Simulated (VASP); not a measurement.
Ti9Ni, 20 atoms in the cell. The cell holds a disordered packing, 20 atoms: a = 7.337 Å, b = 6.939 Å, c = 7.060 Å, α = 89.51°, β = 88.05°, γ = 92.60°. 

* Program: VASP 6.6.1
* Task: molecular dynamics
* Functional: PBE
* Potentials or basis: VASP PAW PBE potentials, release 64 (Ti_sv, Ni)
* Cutoff: 350 eV
* k mesh: 1 × 1 × 1, shifted
* Occupations: fermi-dirac, width 0.05 eV
* Spin: no spin polarisation
* Dipole correction: no
* Further INCAR settings: PREC = Normal; LREAL = Auto; ALGO = Normal; EDIFF = 1e-05; ISYM = -1; MAXMIX = 40; IBRION = 0; POTIM = 3.0; NSW = 40

Potentials or basis: VASP PAW PBE potentials, release 64 (Ti_sv, Ni).

Run with:

```console
$ cat potpaw_PBE.64/Ti_sv/POTCAR potpaw_PBE.64/Ni/POTCAR > POTCAR
$ mpirun -np 1 vasp_std > vasp.out
```

Hardware: 1 thread of AMD EPYC 9R45 96-Core Processor (Zen 5), with other jobs on the host.

Task: How long does it take, and how much memory?

Result: It took 13 min on 1 thread of AMD EPYC 9R45 96-Core Processor (Zen 5) (shared host), peak memory 0.22 GiB. Counts: scf iterations 366, k points 1, ion steps 40.
